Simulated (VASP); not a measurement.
# LiTbH4 (F-43m) in VASP: notebook, part 2 of 3

VASP 6.6.1.

**3. Single point, PBE**

This run uses another cell than the first one, of 12.09 Å³/atom.

Contents of INCAR:

```
SYSTEM = LiTbH4
PREC = Accurate ; ENCUT = 750
EDIFF = 1E-6 ; ISMEAR = 0
SIGMA = 0.1 ; LREAL = .False.
LASPH = .True. ; NELM = 200
ALGO = Normal ; ISIF = 2
LWAVE = .False. ; LCHARG = .True.
GGA = PE ; LELF = .True.
LVHAR = .True. ; NBANDS = 17
GGA_COMPAT = .False. ; LMAXMIX = 6
```

Contents of KPOINTS:

```
regular mesh
0
Gamma
  4 4 4
  0 0 0
```

Contents of POSCAR:

```
LiTbH4
1.0
    0.0000000000      3.3099882500      3.3099882500
    3.3099882500      0.0000000000      3.3099882500
    3.3099882500      3.3099882500      0.0000000000
Li Tb H
1 1 4
Direct
    0.0000000000      0.0000000000      0.0000000000
    0.5000000000      0.5000000000      0.5000000000
    0.8595941800      0.8595941800      0.8595941800
    0.8595941800      0.8595941800      0.4212174500
    0.8595941800      0.4212174500      0.8595941800
    0.4212174500      0.8595941800      0.8595941800
```

Potentials or basis: VASP PAW PBE potentials, release 64 (Li_sv, Tb_3, H), 4f in core.

Launch:

```sh
cat potpaw_PBE.64/Li_sv/POTCAR potpaw_PBE.64/Tb_3/POTCAR potpaw_PBE.64/H/POTCAR > POTCAR
mpirun -np 1 vasp_std > vasp.out
```

OUTCAR:

```text
SYSTEM = LiTbH4
   PREC = Accurate
   ENCUT = 750
   EDIFF = 1E-6
   ISMEAR = 0
   LREAL = .False.
   LASPH = .True.
   NELM = 200
   ISIF = 2
   GGA = PE

 ion  position               nearest neighbor table
   1  0.000  0.000  0.000-   4 1.61   5 1.61   6 1.61   3 1.61
   2  0.500  0.500  0.500-
   3  0.860  0.860  0.860-   1 1.61
   4  0.860  0.860  0.421-   1 1.61
   5  0.860  0.421  0.860-   1 1.61
   6  0.421  0.860  0.860-   1 1.61

  LATTYP: Found a face centered cubic cell.
 ALAT       =     6.6199765000

  Lattice vectors:

 A1 = (   0.0000000000,   3.3099882500,   3.3099882500)
 A2 = (   3.3099882500,   0.0000000000,   3.3099882500)
 A3 = (   3.3099882500,   3.3099882500,   0.0000000000)

Analysis of symmetry for initial positions (statically):
=====================================================================
 Subroutine PRICEL returns:
 Original cell was already a primitive cell.

 Routine SETGRP: Setting up the symmetry group for a
 face centered cubic supercell.

 Subroutine GETGRP returns: Found 24 space group operations
 (whereof 24 operations were pure point group operations)
 out of a pool of 48 trial point group operations.

The static configuration has the point symmetry T_d .

Analysis of symmetry for dynamics (positions and initial velocities):
=====================================================================
 Subroutine PRICEL returns:
 Original cell was already a primitive cell.

 Routine SETGRP: Setting up the symmetry group for a
 face centered cubic supercell.

 Subroutine GETGRP returns: Found 24 space group operations
 (whereof 24 operations were pure point group operations)
 out of a pool of 48 trial point group operations.

The dynamic configuration has the point symmetry T_d .

 Subroutine INISYM returns: Found 24 space group operations
 (whereof 24 operations are pure point group operations),
 and found     1 'primitive' translations

----------------------------------------------------------------------------------------

                                     Primitive cell

  volume of cell :      72.5286

  direct lattice vectors                    reciprocal lattice vectors
     0.000000000  3.309988250  3.309988250    -0.151057938  0.151057938  0.151057938
     3.309988250  0.000000000  3.309988250     0.151057938 -0.151057938  0.151057938
     3.309988250  3.309988250  0.000000000     0.151057938  0.151057938 -0.151057938

  length of vectors
     4.681030274  4.681030274  4.681030274     0.261640024  0.261640024  0.261640024

  position of ions in fractional coordinates (direct lattice)
     0.000000000  0.000000000  0.000000000
     0.500000000  0.500000000  0.500000000
     0.859594180  0.859594180  0.859594180
     0.859594180  0.859594180  0.421217450
     0.859594180  0.421217450  0.859594180
     0.421217450  0.859594180  0.859594180

  ion indices of the primitive-cell ions
   primitive index   ion index
                 1           1
                 2           2
                 3           3
[... 27 lines left out ...]

 Found      8 irreducible k-points:

 Following reciprocal coordinates:
            Coordinates               Weight
  0.000000  0.000000  0.000000      1.000000
  0.250000  0.000000  0.000000      8.000000
  0.500000  0.000000  0.000000      4.000000
  0.250000  0.250000  0.000000      6.000000
  0.500000  0.250000  0.000000     24.000000
 -0.250000  0.250000  0.000000     12.000000
  0.500000  0.500000  0.000000      3.000000
 -0.250000  0.500000  0.250000      6.000000
   k-points           NKPTS =      8   k-points in BZ     NKDIM =      8   number of bands    NBANDS=     17
   number of dos      NEDOS =    301   number of ions     NIONS =      6
   total plane-waves  NPLWV =  74088
   dimension x,y,z NGX =    42 NGY =   42 NGZ =   42
   dimension x,y,z NGXF=    84 NGYF=   84 NGZF=   84
   ions per type =               1   1   4
   NGX,Y,Z   is equivalent  to a cutoff of  14.92, 14.92, 14.92 a.u.
   NGXF,Y,Z  is equivalent  to a cutoff of  29.83, 29.83, 29.83 a.u.
 SYSTEM =  LiTbH4
   PREC   = accura    normal or accurate (medium, high low for compatibility)
   ISTART =      0    job   : 0-new  1-cont  2-samecut
   ICHARG =      2    charge: 1-file 2-atom 10-const
   ISPIN  =      1    spin polarized calculation?
   LNONCOLLINEAR =      F non collinear calculations
   LSORBIT =      F    spin-orbit coupling
   LASPH  =      T    aspherical Exc in radial PAW
   ENCUT  =  750.0 eV  55.12 Ry    7.42 a.u.  10.45 10.45 10.45*2*pi/ulx,y,z
   NELM   =    200;   NELMIN=  2; NELMDL= -5     # of ELM steps
   EDIFF  = 0.1E-05   stopping-criterion for ELM
   LREAL  =      F    real-space projection
   EDIFFG = 0.1E-04   stopping-criterion for IOM
   NSW    =      0    number of steps for IOM
   IBRION =     -1    ionic relax: 0-MD 1-quasi-New 2-CG
   NFREE  =      0    steps in history (QN), initial steepest desc. (CG)
   ISIF   =      2    stress and relaxation
   ISYM   =      2    0-nonsym 1-usesym 2-fastsym
   POTIM  = 0.5000    time-step for ionic-motion
   TEBEG  =    0.0;   TEEND  =   0.0 temperature during run
   PSTRESS=    0.0 pullay stress
   NELECT =      16.0000    total number of electrons
   NUPDOWN=      -1.0000    fix difference up-down
   EMIN   =  10.00;   EMAX   =-10.00  energy-range for DOS
   EFERMI =   0.00;   METHOD = LEGACY
   ISMEAR =     0;   SIGMA  =   0.10  broadening in eV -4-tet -1-fermi 0-gaus
   EFERMI_NEDOS =   21; number of points for ismear=-14 and -15
   IALGO  =     38    algorithm
   IMIX   =      4    mixing-type and parameters
     AMIX     =   0.40;   BMIX     =  1.00
     AMIX_MAG =   1.60;   BMIX_MAG =  1.00
  volume/ion in A,a.u.               =      12.09        81.57
  Fermi-wavevector in a.u.,A,eV,Ry     =   0.989187  1.869292 13.313176  0.978491
  Thomas-Fermi vector in A             =   2.120768
   LORBIT       =      0    0 simple, 1 ext, 2 COOP (PROOUT), +10 PAW based schemes
   GGA     = PE    functional components
   LHFCALC =     F    Hartree Fock is set to
   AEXX    =    0.0000 exact exchange contribution
   IVDW    =     0    specifies the selected vdW correction
   LEPSILON=     F    determine dielectric tensor
   LRPA    =     F    only Hartree local field effects (RPA)
 non-spin polarized calculation
 Gauss-broadening in eV      SIGMA  =   0.10
  energy-cutoff  :      750.00
  volume of cell :       72.53
 maximum number of plane-waves:      3399
 NGX is ok and might be reduce to    42
   NGX = 21   NGY = 21   NGZ = 21

 number of electron      15.9999998 magnetization

 Free energy of the ion-electron system (eV)
  ---------------------------------------------------
  ext. energy  EPLUGINS =         0.00000000
  ---------------------------------------------------
  free energy    TOTEN  =       -19.78174267 eV

  energy without entropy =      -19.78174267  energy(sigma->0) =      -19.78174267

 E-fermi :   0.2823     XC(G=0):  -8.5789

 val. band max:       -0.2167149034   @ k =   0.0000   0.0000   0.0000
 cond. band min:       1.1884439634   @ k =   0.5000   0.5000   0.0000
 fundamental gap:      1.4051588668
 Fermi energy:         0.2823132474

 k-point     1 :       0.0000    0.0000    0.0000
  band No.  band energies     occupation
      1     -42.7808      2.00000
      2     -22.7665      2.00000
      3     -22.7665      2.00000
      4     -22.7665      2.00000
      5      -5.6878      2.00000
      6      -0.2167      2.00000
[... 137 lines left out ...]
      4     -22.7814      2.00000
      5      -3.8966      2.00000
      6      -2.2446      2.00000
[... 9 lines left out ...]
     16       8.5622      0.00000
     17       9.7846      0.00000

------------------------ aborting loop because EDIFF is reached ----------------------------------------

  FORCE on cell =-STRESS in cart. coord.  units (eV):
  Direction    XX          YY          ZZ          XY          YZ          ZX
  --------------------------------------------------------------------------------------
  -------------------------------------------------------------------------------------
  Total       -3.9718451     -3.9718451     -3.9718451      0.0000000      0.0000000      0.0000000
  in kB      -87.7391715    -87.7391715    -87.7391715      0.0000000      0.0000000      0.0000000
  external PRESSURE =     -87.7391715 kB  Pullay stress =       0.0000000 kB

 VOLUME and BASIS-vectors are now :
 -----------------------------------------------------------------------------
  energy-cutoff  :      750.00
  volume of cell :       72.53
      direct lattice vectors                 reciprocal lattice vectors
     0.000000000  3.309988250  3.309988250    -0.151057938  0.151057938  0.151057938
     3.309988250  0.000000000  3.309988250     0.151057938 -0.151057938  0.151057938
     3.309988250  3.309988250  0.000000000     0.151057938  0.151057938 -0.151057938

 POSITION                                       TOTAL-FORCE (eV/Angst)
 -----------------------------------------------------------------------------------
      0.00000      0.00000      0.00000        -0.000000     -0.000000     -0.000000
      3.30999      3.30999      3.30999        -0.000000     -0.000000     -0.000000
      5.69049      5.69049      5.69049        -0.157691     -0.157691     -0.157691
      4.23947      4.23947      5.69049         0.157691      0.157691     -0.157691
      4.23947      5.69049      4.23947         0.157691     -0.157691      0.157691
      5.69049      4.23947      4.23947        -0.157691      0.157691      0.157691
 -----------------------------------------------------------------------------------
    total drift:                                0.000003      0.000003      0.000003

  FREE ENERGIE OF THE ION-ELECTRON SYSTEM (eV)
  ---------------------------------------------------
  free  energy   TOTEN  =       -19.7817426723 eV

  energy  without entropy=      -19.7817426723  energy(sigma->0) =      -19.78174267
```

Run time: 12 s. Hardware: 1 thread of Intel Xeon 6975P-C (Granite Rapids), shared host; peak memory 0.27 GiB.

What came out:

| Item | Value |
| --- | --- |
| Free energy | -19.7817 eV |
| Pressure | -8.8 GPa |
| Largest force | 0.273 eV/Å |
| Band gap on the k mesh | 1.41 eV (least direct gap 1.47 eV) |

Forces in eV/Å, atoms in the order of the input:
```
Li   0.000  0.000  0.000
Tb   0.000  0.000  0.000
H   -0.158 -0.158 -0.158
H    0.158  0.158 -0.158
H    0.158 -0.158  0.158
H   -0.158  0.158  0.158
```

Levels at points of the mesh, in eV from the valence-band top:
| k point | band 5 | band 6 | band 7 | band 8 | band 9 | band 10 | band 11 | band 12 |
| --- | --- | --- | --- | --- | --- | --- | --- | --- |
| (0.00, 0.00, 0.00) | -5.47 | 0.00 | 0.00 | 0.00 | 3.01 | 3.01 | 3.46 | 3.46 |
| (0.50, 0.00, 0.00) | -4.21 | -1.96 | -0.55 | -0.55 | 3.81 | 3.81 | 3.94 | 4.32 |
| (0.50, 0.50, 0.00) | -3.67 | -2.44 | -0.07 | -0.07 | 1.41 | 3.71 | 3.73 | 4.18 |

Caveat: the cell stands under tension; spin-orbit coupling is left out, which moves the levels of the heavy elements; the 4f electrons are frozen in the core, so they carry no moment and show no levels. Spin polarisation is off, so any magnetic state and its effect on volume and gap are missing.

**4. Single point, PBE**

Contents of INCAR:

```
SYSTEM = LiTbH4
PREC = Accurate
ENCUT = 750
EDIFF = 1E-6
ISMEAR = 0
SIGMA = 0.1
LREAL = .FALSE.
LASPH = .TRUE.
NELM = 200
ALGO = Normal
ISIF = 2
LWAVE = .FALSE.
LCHARG = .FALSE.
GGA = PE
NBANDS = 17
GGA_COMPAT = .FALSE.
LMAXMIX = 6
```

Contents of KPOINTS:

```
regular mesh
0
G
  6 6 6
  0 0 0
```

Contents of POSCAR:

```
LiTbH4
1.0
    0.0000000000      3.0508735596      3.0508735596
    3.0508735596      0.0000000000      3.0508735596
    3.0508735596      3.0508735596      0.0000000000
Li Tb H
1 1 4
Direct
    0.0000000000      0.0000000000      0.0000000000
    0.5000000000      0.5000000000      0.5000000000
    0.1471105449      0.5586683652      0.1471105449
    0.1471105449      0.1471105449      0.1471105449
    0.5586683652      0.1471105449      0.1471105449
    0.1471105449      0.1471105449      0.5586683652
```

Launch:

```sh
cat potpaw_PBE.64/Li_sv/POTCAR potpaw_PBE.64/Tb_3/POTCAR potpaw_PBE.64/H/POTCAR > POTCAR
mpirun -np 1 vasp_std > vasp.out
```

It took 14 s on 1 thread of Intel Xeon 6975P-C (Granite Rapids), shared host; peak memory 0.25 GiB.

Results (log left out):

```
Free energy            : -20.3583 eV
Pressure               : -0.1 GPa
Largest force          : 0.019 eV/Å
Band gap on the k mesh : 1.21 eV (least direct gap 1.22 eV)
```

Forces on the atoms (eV/Å):
```
Li   0.000  0.000  0.000
Tb   0.000  0.000  0.000
H   -0.011  0.011 -0.011
H    0.011  0.011  0.011
H    0.011 -0.011 -0.011
H   -0.011 -0.011  0.011
```

Levels at points of the mesh, in eV from the valence-band top:
```
           k point  band 4  band 5  band 6  band 7  band 8  band 9  band 10  band 11  band 12  band 13
(0.00, 0.00, 0.00)  -21.57   -6.80   -0.17   -0.17   -0.17    3.54     3.54     4.09     4.09     4.09
(0.50, 0.00, 0.00)  -21.58   -5.51   -2.11   -0.80   -0.80    4.58     4.66     4.66     5.19     5.69
(0.50, 0.50, 0.00)  -21.61   -4.96   -2.81    0.00    0.00    1.22     4.60     4.95     5.21     5.21
```

Caveat: spin-orbit coupling is left out, which moves the levels of the heavy elements; the 4f electrons are frozen in the core, so they carry no moment and show no levels. Spin polarisation is off, so any magnetic state and its effect on volume and gap are missing.

(Continued in part 3 of 3.)
